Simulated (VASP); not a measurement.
# TiO2 (Pbcn) in VASP: single point with PBE

Aim: the single point of TiO2 with PBE.

Everything below comes from runs of VASP 6.6.1. Logs are shortened: lines on timing, memory, paths and dates and some standing lists are left out, and cuts for length are marked.

## 1. The cell of the first run

It takes space group Pbcn (No. 60, orthorhombic). The conventional cell has a = 4.515 Å, b = 5.497 Å, c = 4.939 Å, α = 90.00°, β = 90.00°, γ = 90.00°. Ti (site symmetry 2) has 6 O at 1.89 to 2.05 Å within 2.5 Å. Within 2.6 Å of O (site symmetry 1) lie 3 Ti at 1.89 to 2.05 Å and 2 O at 2.51 to 2.52 Å.

## 2. Single point, PBE

Input file INCAR:

```
SYSTEM = TiO2
ALGO = Normal
EDIFF = 1E-7
ENCUT = 520
GGA = PE
ISIF = 2
ISMEAR = 0
LASPH = .True.
LCHARG = .True.
LELF = .True.
LREAL = Auto
LVHAR = .True.
LWAVE = .False.
NBANDS = 222
NELM = 60
PREC = Accurate
SIGMA = 0.05
```

Input file KPOINTS:

```
k-points
0
Gamma
  2 2 2
  0 0 0
```

Input file POSCAR:

```
TiO2
1.0
   -4.5150000000      5.4970000000      4.9390000000
    4.5150000000     -5.4970000000      4.9390000000
    4.5150000000      5.4970000000     -4.9390000000
Ti O
16 32
Direct
    0.2105000000      0.1250000000      0.0855000000
    0.7105000000      0.6250000000      0.0855000000
    0.7105000000      0.1250000000      0.5855000000
    0.2105000000      0.6250000000      0.5855000000
    0.0395000000      0.1250000000      0.4145000000
    0.5395000000      0.6250000000      0.4145000000
    0.5395000000      0.1250000000      0.9145000000
    0.0395000000      0.6250000000      0.9145000000
    0.7895000000      0.3750000000      0.4145000000
    0.2895000000      0.8750000000      0.4145000000
    0.2895000000      0.3750000000      0.9145000000
    0.7895000000      0.8750000000      0.9145000000
    0.9605000000      0.3750000000      0.0855000000
    0.4605000000      0.8750000000      0.0855000000
    0.4605000000      0.3750000000      0.5855000000
    0.9605000000      0.8750000000      0.5855000000
    0.3940000000      0.3490000000      0.3310000000
    0.8940000000      0.8490000000      0.3310000000
    0.8940000000      0.3490000000      0.8310000000
    0.3940000000      0.8490000000      0.8310000000
    0.0180000000      0.0630000000      0.1690000000
    0.5180000000      0.5630000000      0.1690000000
    0.5180000000      0.0630000000      0.6690000000
    0.0180000000      0.5630000000      0.6690000000
    0.8560000000      0.1870000000      0.4550000000
    0.3560000000      0.6870000000      0.4550000000
    0.3560000000      0.1870000000      0.9550000000
    0.8560000000      0.6870000000      0.9550000000
    0.7320000000      0.4010000000      0.0450000000
    0.2320000000      0.9010000000      0.0450000000
    0.2320000000      0.4010000000      0.5450000000
    0.7320000000      0.9010000000      0.5450000000
    0.6060000000      0.1510000000      0.1690000000
    0.1060000000      0.6510000000      0.1690000000
    0.1060000000      0.1510000000      0.6690000000
    0.6060000000      0.6510000000      0.6690000000
    0.9820000000      0.4370000000      0.3310000000
    0.4820000000      0.9370000000      0.3310000000
    0.4820000000      0.4370000000      0.8310000000
    0.9820000000      0.9370000000      0.8310000000
    0.1440000000      0.3130000000      0.0450000000
    0.6440000000      0.8130000000      0.0450000000
    0.6440000000      0.3130000000      0.5450000000
    0.1440000000      0.8130000000      0.5450000000
    0.2680000000      0.0990000000      0.4550000000
    0.7680000000      0.5990000000      0.4550000000
    0.7680000000      0.0990000000      0.9550000000
    0.2680000000      0.5990000000      0.9550000000
```

Potentials or basis: VASP PAW PBE potentials, release 64 (Ti_sv, O).

On the command line:

```
$ cat potpaw_PBE.64/Ti_sv/POTCAR potpaw_PBE.64/O/POTCAR > POTCAR
$ mpirun -np 1 vasp_std > vasp.out
```

OUTCAR:

```text
SYSTEM = TiO2
   EDIFF = 1E-7
   ENCUT = 520
   GGA = PE
   ISIF = 2
   ISMEAR = 0
   LASPH = .True.
   LREAL = Auto
   NELM = 60
   PREC = Accurate

 ion  position               nearest neighbor table
   1  0.211  0.125  0.086-  30 1.89  17 1.89  21 1.95  27 1.95  40 2.05  41 2.05
   2  0.711  0.625  0.086-  29 1.89  18 1.89  22 1.95  28 1.95  39 2.05  42 2.05
   3  0.711  0.125  0.586-  32 1.89  19 1.89  23 1.95  25 1.95  38 2.05  43 2.05
   4  0.211  0.625  0.586-  31 1.89  20 1.89  24 1.95  26 1.95  37 2.05  44 2.05
   5  0.039  0.125  0.414-  25 1.89  21 1.89  31 1.95  18 1.95  35 2.05  45 2.05
   6  0.539  0.625  0.414-  26 1.89  22 1.89  32 1.95  17 1.95  36 2.05  46 2.05
[... 8 lines left out ...]
  15  0.461  0.375  0.586-  43 1.89  39 1.89  45 1.95  36 1.95  17 2.05  31 2.05
  16  0.961  0.875  0.586-  44 1.89  40 1.89  46 1.95  35 1.95  18 2.05  32 2.05
  17  0.394  0.349  0.331-   1 1.89   6 1.95  15 2.05
[... 29 lines left out ...]
  47  0.768  0.099  0.955-  12 1.89  13 1.95   7 2.05
  48  0.268  0.599  0.955-  11 1.89  14 1.95   8 2.05

  LATTYP: Found a body centered orthorhombic cell.
 ALAT       =     9.0300000000
 B/A-ratio  =     1.0939091916
 C/A-ratio  =     1.2174972315

  Lattice vectors:

 A1 = (  -4.5150000000,  -5.4970000000,   4.9390000000)
 A2 = (   4.5150000000,  -5.4970000000,  -4.9390000000)
 A3 = (   4.5150000000,   5.4970000000,   4.9390000000)

Analysis of symmetry for initial positions (statically):
=====================================================================
 Subroutine PRICEL returns following result:

  LATTYP: Found a simple orthorhombic cell.
 ALAT       =     4.5150000000
 B/A-ratio  =     1.0939091916
 C/A-ratio  =     1.2174972315

  Lattice vectors:

 A1 = (   4.5150000000,   0.0000000000,   0.0000000000)
 A2 = (   0.0000000000,   0.0000000000,  -4.9390000000)
 A3 = (   0.0000000000,   5.4970000000,   0.0000000000)

   4 primitive cells build up your supercell.

 Routine SETGRP: Setting up the symmetry group for a
 body centered orthorhombic supercell.

 Subroutine GETGRP returns: Found  8 space group operations
 (whereof  2 operations were pure point group operations)
 out of a pool of  8 trial point group operations.

The static configuration has the point symmetry S_2 .
 The point group associated with its full space group is D_2h.

Analysis of symmetry for dynamics (positions and initial velocities):
=====================================================================
 Subroutine PRICEL returns following result:

[... 126 lines left out ...]
   NFREE  =      0    steps in history (QN), initial steepest desc. (CG)
   ISIF   =      2    stress and relaxation
   ISYM   =      2    0-nonsym 1-usesym 2-fastsym
   POTIM  = 0.5000    time-step for ionic-motion
   TEBEG  =    0.0;   TEEND  =   0.0 temperature during run
   PSTRESS=    0.0 pullay stress
   NELECT =     384.0000    total number of electrons
   NUPDOWN=      -1.0000    fix difference up-down
   EMIN   =  10.00;   EMAX   =-10.00  energy-range for DOS
   EFERMI =   0.00;   METHOD = LEGACY
   ISMEAR =     0;   SIGMA  =   0.05  broadening in eV -4-tet -1-fermi 0-gaus
   EFERMI_NEDOS =   21; number of points for ismear=-14 and -15
   IALGO  =     38    algorithm
   IMIX   =      4    mixing-type and parameters
     AMIX     =   0.40;   BMIX     =  1.00
     AMIX_MAG =   1.60;   BMIX_MAG =  1.00
  volume/ion in A,a.u.               =      10.22        68.93
  Fermi-wavevector in a.u.,A,eV,Ry     =   1.509006  2.851609 30.981829  2.277100
  Thomas-Fermi vector in A             =   2.619386
   LORBIT       =      0    0 simple, 1 ext, 2 COOP (PROOUT), +10 PAW based schemes
   GGA     = PE    functional components
   LHFCALC =     F    Hartree Fock is set to
   AEXX    =    0.0000 exact exchange contribution
   IVDW    =     0    specifies the selected vdW correction
   LEPSILON=     F    determine dielectric tensor
   LRPA    =     F    only Hartree local field effects (RPA)
 non-spin polarized calculation
 Gauss-broadening in eV      SIGMA  =   0.05
  energy-cutoff  :      520.00
  volume of cell :      490.32
 maximum number of plane-waves:     13242
   NGX = 33   NGY = 33   NGZ = 33

 number of electron     384.0000027 magnetization

 Free energy of the ion-electron system (eV)
  ---------------------------------------------------
  ext. energy  EPLUGINS =         0.00000000
  ---------------------------------------------------
  free energy    TOTEN  =      -428.55144526 eV

  energy without entropy =     -428.55144526  energy(sigma->0) =     -428.55144526

 E-fermi :   5.1025     XC(G=0): -11.5321

 val. band max:        4.8748793198   @ k =   0.0000   0.0000   0.0000
 cond. band min:       7.3246372256   @ k =   0.0000   0.0000   0.0000
 fundamental gap:      2.4497579058
 Fermi energy:         5.1024940485

 k-point     1 :       0.0000    0.0000    0.0000
  band No.  band energies     occupation
      1     -51.7143      2.00000
      2     -51.7029      2.00000
      3     -51.7029      2.00000
      4     -51.6918      2.00000
      5     -51.6916      2.00000
      6     -51.6916      2.00000
[... 1024 lines left out ...]
    203       7.8104      0.00000
    204       7.8104      0.00000
 [bands above 204 left out]

------------------------ aborting loop because EDIFF is reached ----------------------------------------

  FORCE on cell =-STRESS in cart. coord.  units (eV):
  Direction    XX          YY          ZZ          XY          YZ          ZX
  --------------------------------------------------------------------------------------
  -------------------------------------------------------------------------------------
  Total       30.1233416     18.4060704     19.2991875      0.0000000      0.0000000      0.0000000
  in kB       98.4308466     60.1435629     63.0619067      0.0000000      0.0000000      0.0000000
  external PRESSURE =      73.8787721 kB  Pullay stress =       0.0000000 kB

 VOLUME and BASIS-vectors are now :
 -----------------------------------------------------------------------------
  energy-cutoff  :      520.00
  volume of cell :      490.32
      direct lattice vectors                 reciprocal lattice vectors
    -4.515000000  5.497000000  4.939000000     0.000000000  0.090958705  0.101235068
     4.515000000 -5.497000000  4.939000000     0.110741971  0.000000000  0.101235068
     4.515000000  5.497000000 -4.939000000     0.110741971  0.090958705  0.000000000

 POSITION                                       TOTAL-FORCE (eV/Angst)
 -----------------------------------------------------------------------------------
     -0.00000      0.93999      1.23475        -0.000000      0.080313     -0.000000
      0.00000      0.93999      6.17375        -0.000000      0.080313     -0.000000
      0.00000      6.43699      1.23475        -0.000000      0.080313     -0.000000
      4.51500      0.93999      1.23475        -0.000000      0.080313     -0.000000
      2.25750      1.80851     -1.23475        -0.000000     -0.080313     -0.000000
      2.25750      1.80851      3.70425        -0.000000     -0.080313     -0.000000
[... 40 lines left out ...]
      1.29129      8.92713     -0.43463        -0.683583      0.054970      0.103382
      5.80629      3.43013     -0.43463        -0.683583      0.054970      0.103382
 -----------------------------------------------------------------------------------
    total drift:                               -0.000000      0.000000      0.000000

  FREE ENERGIE OF THE ION-ELECTRON SYSTEM (eV)
  ---------------------------------------------------
  free  energy   TOTEN  =      -428.5514452621 eV

  energy  without entropy=     -428.5514452621  energy(sigma->0) =     -428.55144526
```

OSZICAR:

```text
N       E                     dE             d eps       ncg     rms          rms(c)
DAV:   1     0.676391502287E+04    0.67639E+04   -0.18604E+05  2228   0.209E+03
DAV:   2     0.109770233941E+04   -0.56662E+04   -0.54633E+04  2220   0.671E+02
DAV:   3    -0.402994469059E+03   -0.15007E+04   -0.14451E+04  2732   0.288E+02
DAV:   4    -0.556548995099E+03   -0.15355E+03   -0.15307E+03  3048   0.993E+01
DAV:   5    -0.568053893600E+03   -0.11505E+02   -0.11500E+02  3464   0.231E+01    0.900E+01
DAV:   6    -0.431800805779E+03    0.13625E+03   -0.97780E+02  3146   0.107E+02    0.353E+01
DAV:   7    -0.429548767711E+03    0.22520E+01   -0.15630E+02  3144   0.340E+01    0.209E+01
DAV:   8    -0.430136895801E+03   -0.58813E+00   -0.38051E+01  3094   0.200E+01    0.121E+01
DAV:   9    -0.428605751604E+03    0.15311E+01   -0.21527E+01  3080   0.140E+01    0.396E+00
DAV:  10    -0.428561306708E+03    0.44445E-01   -0.21012E+00  3300   0.400E+00    0.960E-01
DAV:  11    -0.428550079835E+03    0.11227E-01   -0.18522E-01  3088   0.121E+00    0.334E-01
DAV:  12    -0.428551540176E+03   -0.14603E-02   -0.10122E-02  3024   0.326E-01    0.134E-01
DAV:  13    -0.428551460877E+03    0.79300E-04   -0.18497E-03  3224   0.103E-01    0.621E-02
DAV:  14    -0.428551469237E+03   -0.83600E-05   -0.56621E-04  3252   0.741E-02    0.686E-02
DAV:  15    -0.428551444957E+03    0.24280E-04   -0.21225E-04  3232   0.535E-02    0.886E-03
DAV:  16    -0.428551445895E+03   -0.93852E-06   -0.15860E-05  3472   0.105E-02    0.783E-03
DAV:  17    -0.428551445318E+03    0.57743E-06   -0.44668E-06  3064   0.766E-03    0.132E-03
DAV:  18    -0.428551445262E+03    0.55923E-07   -0.68419E-07  2416   0.200E-03
   1 F= -.42855145E+03 E0= -.42855145E+03  d E =-.352613E-11
```

Wall time 21 min (1 thread of Intel Xeon Platinum 8488C (Sapphire Rapids), shared host); peak memory 0.75 GiB.

What came out:

```yaml
Free_energy: -428.5514 eV
Pressure: 7.4 GPa
Largest_force: 0.694 eV/Å
Band_gap_on_the_k_mesh: 2.45 eV
```

Forces in eV/Å, atoms in the order of the input:
```
Ti   0.000  0.080  0.000
Ti   0.000  0.080  0.000
Ti   0.000  0.080  0.000
Ti   0.000  0.080  0.000
Ti   0.000 -0.080  0.000
Ti   0.000 -0.080  0.000
Ti   0.000 -0.080  0.000
Ti   0.000 -0.080  0.000
Ti   0.000 -0.080  0.000
Ti   0.000 -0.080  0.000
Ti   0.000 -0.080  0.000
Ti   0.000 -0.080  0.000
Ti   0.000  0.080  0.000
Ti   0.000  0.080  0.000
Ti   0.000  0.080  0.000
Ti   0.000  0.080  0.000
O   -0.684 -0.055  0.103
O   -0.684 -0.055  0.103
O   -0.684 -0.055  0.103
O   -0.684 -0.055  0.103
O    0.684  0.055  0.103
O    0.684  0.055  0.103
O    0.684  0.055  0.103
O    0.684  0.055  0.103
O   -0.684  0.055 -0.103
O   -0.684  0.055 -0.103
O   -0.684  0.055 -0.103
O   -0.684  0.055 -0.103
O    0.684 -0.055 -0.103
O    0.684 -0.055 -0.103
O    0.684 -0.055 -0.103
O    0.684 -0.055 -0.103
O    0.684  0.055 -0.103
O    0.684  0.055 -0.103
O    0.684  0.055 -0.103
O    0.684  0.055 -0.103
O   -0.684 -0.055 -0.103
O   -0.684 -0.055 -0.103
O   -0.684 -0.055 -0.103
O   -0.684 -0.055 -0.103
O    0.684 -0.055  0.103
O    0.684 -0.055  0.103
O    0.684 -0.055  0.103
O    0.684 -0.055  0.103
O   -0.684  0.055  0.103
O   -0.684  0.055  0.103
O   -0.684  0.055  0.103
O   -0.684  0.055  0.103
```

Levels at points of the mesh, in eV from the valence-band top:
```
           k point  band 188  band 189  band 190  band 191  band 192  band 193  band 194  band 195  band 196  band 197
(0.00, 0.00, 0.00)     -0.53     -0.43     -0.43     -0.05      0.00      2.45      2.56      2.61      2.62      2.68
(0.50, 0.00, 0.00)     -0.64     -0.30     -0.30     -0.28     -0.28      2.54      2.54      2.56      2.56      2.65
(0.00, 0.50, 0.00)     -0.50     -0.49     -0.49     -0.27     -0.27      2.57      2.57      2.69      2.69      2.72
(0.50, 0.50, 0.00)     -0.48     -0.41     -0.41     -0.40     -0.40      2.53      2.53      2.65      2.65      2.68
(0.50, 0.50, 0.50)     -0.42     -0.34     -0.34     -0.23     -0.23      2.50      2.50      2.60      2.60      2.76
```

Caveat: the k points lie up to 0.45 Å⁻¹ apart. A k mesh can miss the band edges.
